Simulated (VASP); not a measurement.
# N2 in VASP: further runs

The runs below take N2 through single point, relaxation of the atoms, with PBE.

Everything below comes from runs of VASP 6.6.1. Logs are shortened: lines on timing, memory, paths and dates and some standing lists are left out, and cuts for length are marked.

## 1. The cell of the first run

The cell holds a molecule in a box, 2 atoms: a = 9.000 Å, b = 9.500 Å, c = 10.000 Å, α = 90.00°, β = 90.00°, γ = 90.00°.

## 2. Single point, PBE

Contents of INCAR:

```
PREC     = Accurate       # precision mode
ENCUT    = 520            # plane-wave cutoff, eV
EDIFF    = 1E-6           # SCF threshold, eV
ISMEAR   = -1             # smearing method
SIGMA    = 0.05           # smearing width, eV
LREAL    = False          # projectors in reciprocal space
LASPH    = True           # aspherical terms in the spheres
NELM     = 120            # most SCF steps
ALGO     = Normal         # electronic algorithm
ISIF     = 2              # what is computed and relaxed
LWAVE    = False          # write WAVECAR
LCHARG   = False          # write CHGCAR
GGA      = PE             # functional
NBANDS   = 12             # bands
GGA_COMPAT= False        
NELMDL   = -8
```

Contents of KPOINTS:

```
regular mesh
0
Gamma
  1 1 1
```

Contents of POSCAR:

```
N
1.0
    9.0000000000      0.0000000000      0.0000000000
    0.0000000000      9.5000000000      0.0000000000
    0.0000000000      0.0000000000     10.0000000000
N
2
Direct
    0.5000000000      0.5000000000      0.4448895007
    0.5000000000      0.5000000000      0.5551104993
```

Potentials or basis: VASP PAW PBE potentials, release 64 (N).

Run with:

```bash
> cat potpaw_PBE.64/N/POTCAR > POTCAR
> mpirun -np 1 vasp_gam > vasp.out
```

OUTCAR:

```text
PREC = Accurate
   ENCUT = 520
   EDIFF = 1E-6
   ISMEAR = -1
   LREAL = False
   LASPH = True
   NELM = 120
   ISIF = 2
   GGA = PE
   NELMDL = -8

 ion  position               nearest neighbor table
   1  0.500  0.500  0.445-   2 1.10
   2  0.500  0.500  0.555-   1 1.10

  LATTYP: Found a simple orthorhombic cell.
 ALAT       =     9.0000000000
 B/A-ratio  =     1.0555555556
 C/A-ratio  =     1.1111111111

  Lattice vectors:

 A1 = (   9.0000000000,   0.0000000000,   0.0000000000)
 A2 = (   0.0000000000,   9.5000000000,   0.0000000000)
 A3 = (   0.0000000000,   0.0000000000,  10.0000000000)

Analysis of symmetry for initial positions (statically):
=====================================================================
 Subroutine PRICEL returns:
 Original cell was already a primitive cell.

 Routine SETGRP: Setting up the symmetry group for a
 simple orthorhombic supercell.

 Subroutine GETGRP returns: Found  8 space group operations
 (whereof  8 operations were pure point group operations)
 out of a pool of  8 trial point group operations.

The static configuration has the point symmetry D_2h.

Analysis of symmetry for dynamics (positions and initial velocities):
=====================================================================
 Subroutine PRICEL returns:
 Original cell was already a primitive cell.

 Routine SETGRP: Setting up the symmetry group for a
 simple orthorhombic supercell.

 Subroutine GETGRP returns: Found  8 space group operations
 (whereof  8 operations were pure point group operations)
 out of a pool of  8 trial point group operations.

The dynamic configuration has the point symmetry D_2h.

 Subroutine INISYM returns: Found  8 space group operations
 (whereof  8 operations are pure point group operations),
 and found     1 'primitive' translations

----------------------------------------------------------------------------------------

                                     Primitive cell

  volume of cell :     855.0000

  direct lattice vectors                    reciprocal lattice vectors
     9.000000000  0.000000000  0.000000000     0.111111111  0.000000000  0.000000000
     0.000000000  9.500000000  0.000000000     0.000000000  0.105263158  0.000000000
     0.000000000  0.000000000 10.000000000     0.000000000  0.000000000  0.100000000

  length of vectors
     9.000000000  9.500000000 10.000000000     0.111111111  0.105263158  0.100000000

  position of ions in fractional coordinates (direct lattice)
     0.500000000  0.500000000  0.444889501
     0.500000000  0.500000000  0.555110499

  ion indices of the primitive-cell ions
   primitive index   ion index
                 1           1
                 2           2

----------------------------------------------------------------------------------------

 KPOINTS: regular mesh

Automatic generation of k-mesh.
 Grid dimensions read from file:
 generate k-points for:    1    1    1

 Generating k-lattice:

  Cartesian coordinates                     Fractional coordinates (reciprocal lattice)
     0.111111111  0.000000000  0.000000000     1.000000000  0.000000000  0.000000000
     0.000000000  0.105263158  0.000000000     0.000000000  1.000000000  0.000000000
     0.000000000  0.000000000  0.100000000     0.000000000  0.000000000  1.000000000

  Length of vectors
     0.111111111  0.105263158  0.100000000

  Shift w.r.t. Gamma in fractional coordinates (k-lattice)
     0.000000000  0.000000000  0.000000000

 Subroutine IBZKPT returns following result:
 ===========================================

 Found      1 irreducible k-points:

 Following reciprocal coordinates:
            Coordinates               Weight
  0.000000  0.000000  0.000000      1.000000
   k-points           NKPTS =      1   k-points in BZ     NKDIM =      1   number of bands    NBANDS=     12
   number of dos      NEDOS =    301   number of ions     NIONS =      2
   total plane-waves  NPLWV = 403200
   dimension x,y,z NGX =    70 NGY =   72 NGZ =   80
   dimension x,y,z NGXF=   140 NGYF=  144 NGZF=  160
   ions per type =               2
   NGX,Y,Z   is equivalent  to a cutoff of  12.93, 12.60, 13.30 a.u.
   NGXF,Y,Z  is equivalent  to a cutoff of  25.86, 25.20, 26.60 a.u.
 SYSTEM =  unknown system
   PREC   = accura    normal or accurate (medium, high low for compatibility)
   ISTART =      0    job   : 0-new  1-cont  2-samecut
   ICHARG =      2    charge: 1-file 2-atom 10-const
   ISPIN  =      1    spin polarized calculation?
   LNONCOLLINEAR =      F non collinear calculations
   LSORBIT =      F    spin-orbit coupling
   LASPH  =      T    aspherical Exc in radial PAW
   ENCUT  =  520.0 eV  38.22 Ry    6.18 a.u.  16.73 17.66 18.59*2*pi/ulx,y,z
   NELM   =    120;   NELMIN=  2; NELMDL= -8     # of ELM steps
   EDIFF  = 0.1E-05   stopping-criterion for ELM
   LREAL  =      F    real-space projection
   EDIFFG = 0.1E-04   stopping-criterion for IOM
   NSW    =      0    number of steps for IOM
   IBRION =     -1    ionic relax: 0-MD 1-quasi-New 2-CG
   NFREE  =      0    steps in history (QN), initial steepest desc. (CG)
   ISIF   =      2    stress and relaxation
   ISYM   =      2    0-nonsym 1-usesym 2-fastsym
   POTIM  = 0.5000    time-step for ionic-motion
   TEBEG  =    0.0;   TEEND  =   0.0 temperature during run
   PSTRESS=    0.0 pullay stress
   NELECT =      10.0000    total number of electrons
   NUPDOWN=      -1.0000    fix difference up-down
   EMIN   =  10.00;   EMAX   =-10.00  energy-range for DOS
   EFERMI =   0.00;   METHOD = LEGACY
   ISMEAR =    -1;   SIGMA  =   0.05  broadening in eV -4-tet -1-fermi 0-gaus
   EFERMI_NEDOS =   21; number of points for ismear=-14 and -15
   IALGO  =     38    algorithm
   IMIX   =      4    mixing-type and parameters
     AMIX     =   0.40;   BMIX     =  1.00
     AMIX_MAG =   1.60;   BMIX_MAG =  1.00
  volume/ion in A,a.u.               =     427.50      2884.91
  Fermi-wavevector in a.u.,A,eV,Ry     =   0.371609  0.702239  1.878872  0.138093
  Thomas-Fermi vector in A             =   1.299861
   LORBIT       =      0    0 simple, 1 ext, 2 COOP (PROOUT), +10 PAW based schemes
   GGA     = PE    functional components
   LHFCALC =     F    Hartree Fock is set to
   AEXX    =    0.0000 exact exchange contribution
   IVDW    =     0    specifies the selected vdW correction
   LEPSILON=     F    determine dielectric tensor
   LRPA    =     F    only Hartree local field effects (RPA)
 non-spin polarized calculation
  energy-cutoff  :      520.00
  volume of cell :      855.00
 maximum number of plane-waves:     11510
 NGX is ok and might be reduce to    70
   NGX = 33   NGY = 35   NGZ = 37

 number of electron      10.0000000 magnetization

 Free energy of the ion-electron system (eV)
  ---------------------------------------------------
  ext. energy  EPLUGINS =         0.00000000
  ---------------------------------------------------
  free energy    TOTEN  =       -16.64245734 eV

  energy without entropy =      -16.64245734  energy(sigma->0) =      -16.64245734

 E-fermi :  -8.7526     XC(G=0):  -0.6932

 val. band max:      -10.0416242436   @ k =   0.0000   0.0000   0.0000
 cond. band min:      -1.8427038922   @ k =   0.0000   0.0000   0.0000
 fundamental gap:      8.1989203515
 Fermi energy:        -8.7525822034

 k-point     1 :       0.0000    0.0000    0.0000
  band No.  band energies     occupation
      1     -28.1955      2.00000
      2     -13.3085      2.00000
      3     -11.4635      2.00000
      4     -11.4634      2.00000
      5     -10.0416      2.00000
      6      -1.8427      0.00000
      7      -1.8422      0.00000
      8      -0.2012      0.00000
      9       1.1856      0.00000
     10       1.2589      0.00000
     11       1.2844      0.00000
     12       1.5336      0.00000

------------------------ aborting loop because EDIFF is reached ----------------------------------------

  FORCE on cell =-STRESS in cart. coord.  units (eV):
  Direction    XX          YY          ZZ          XY          YZ          ZX
  --------------------------------------------------------------------------------------
  -------------------------------------------------------------------------------------
  Total       -0.0568434     -0.0551143      1.8197995     -0.0000000      0.0000000      0.0000000
  in kB       -0.1065184     -0.1032781      3.4101069     -0.0000000      0.0000000      0.0000000
  external PRESSURE =       1.0667701 kB  Pullay stress =       0.0000000 kB

 VOLUME and BASIS-vectors are now :
 -----------------------------------------------------------------------------
  energy-cutoff  :      520.00
  volume of cell :      855.00
      direct lattice vectors                 reciprocal lattice vectors
     9.000000000  0.000000000  0.000000000     0.111111111  0.000000000  0.000000000
     0.000000000  9.500000000  0.000000000     0.000000000  0.105263158  0.000000000
     0.000000000  0.000000000 10.000000000     0.000000000  0.000000000  0.100000000

 POSITION                                       TOTAL-FORCE (eV/Angst)
 -----------------------------------------------------------------------------------
      4.50000      4.75000      4.44890         0.000000     -0.000000     -1.730687
      4.50000      4.75000      5.55110         0.000000      0.000000      1.730687
 -----------------------------------------------------------------------------------
    total drift:                                0.000000      0.000000      0.000000

  FREE ENERGIE OF THE ION-ELECTRON SYSTEM (eV)
  ---------------------------------------------------
  free  energy   TOTEN  =       -16.6424573398 eV

  energy  without entropy=      -16.6424573397  energy(sigma->0) =      -16.64245734
```

It took 87 s on 1 thread of Intel Xeon 8259CL, shared host; peak memory 0.75 GiB.

Results:

```
Free energy                     : -16.6425 eV
Largest force                   : 1.731 eV/Å
Gap between the frontier levels : 8.20 eV
```

Forces on the atoms (eV/Å):
```
N    0.000  0.000 -1.731
N    0.000  0.000  1.731
```

Caveat: the standard files for N, O and F lose accuracy on very short bonds.

## 3. Relaxation of the atoms, PBE

Contents of INCAR:

```
PREC = Accurate ; ENCUT = 520
EDIFF = 1E-7 ; ISMEAR = -1
SIGMA = 0.05 ; LREAL = F
LASPH = T ; NELM = 120
ALGO = Normal ; ISIF = 2
LWAVE = F ; LCHARG = F
GGA = PE ; IBRION = 2
NSW = 60 ; EDIFFG = -0.01
GGA_COMPAT = F ; NELMIN = 4
NELMDL = -8
```

KPOINTS is that of step 2.

Contents of POSCAR:

```
N
1.0
    9.0000000000      0.0000000000      0.0000000000
    0.0000000000      9.5000000000      0.0000000000
    0.0000000000      0.0000000000     10.0000000000
N
2
Direct
    0.5000000000      0.5000000000      0.4445000000
    0.5000000000      0.5000000000      0.5555000000
```

Potentials or basis: VASP PAW PBE potentials, release 64 (N).

Run with:

```bash
> cat potpaw_PBE.64/N/POTCAR > POTCAR
> mpirun -np 1 vasp_gam > vasp.out
```

It took 3.6 min on 1 thread of Intel Xeon 8259CL, shared host; peak memory 0.79 GiB.

It converged, with:

```yaml
Free_energy: -16.6518 eV
Energy_gained_by_relaxing: 0.4 meV/atom
Ionic_steps: 3
Largest_force_after_relaxing: 0.003 eV/Å
Gap_between_the_frontier_levels: 8.07 eV
```

Forces on the atoms (eV/Å):
```
N    0.000  0.000  0.003
N    0.000  0.000 -0.003
```

The path:
| step | energy change (eV) | largest force (eV/Å) | pressure (GPa) |
| --- | --- | --- | --- |
| 1 | 0.0000 | 0.4880 | 0.02 |
| 2 | 0.1293 | 5.5981 | -0.41 |
| 3 | -0.0008 | 0.0030 | -0.01 |

Final structure:
```
CELL_PARAMETERS angstrom
9.00000 0.00000 0.00000
0.00000 9.50000 0.00000
0.00000 0.00000 10.00000
ATOMIC_POSITIONS crystal
N 0.50000 0.50000 0.44434
N 0.50000 0.50000 0.55566
```

Levels at points of the mesh, in eV from the valence-band top:
```csv
k point,band 1,band 2,band 3,band 4,band 5,band 6,band 7,band 8,band 9
"(0.00, 0.00, 0.00)",-17.99,-3.35,-1.34,-1.34,0.00,8.07,8.07,9.83,11.22
```

Caveat: the standard files for N, O and F lose accuracy on very short bonds.
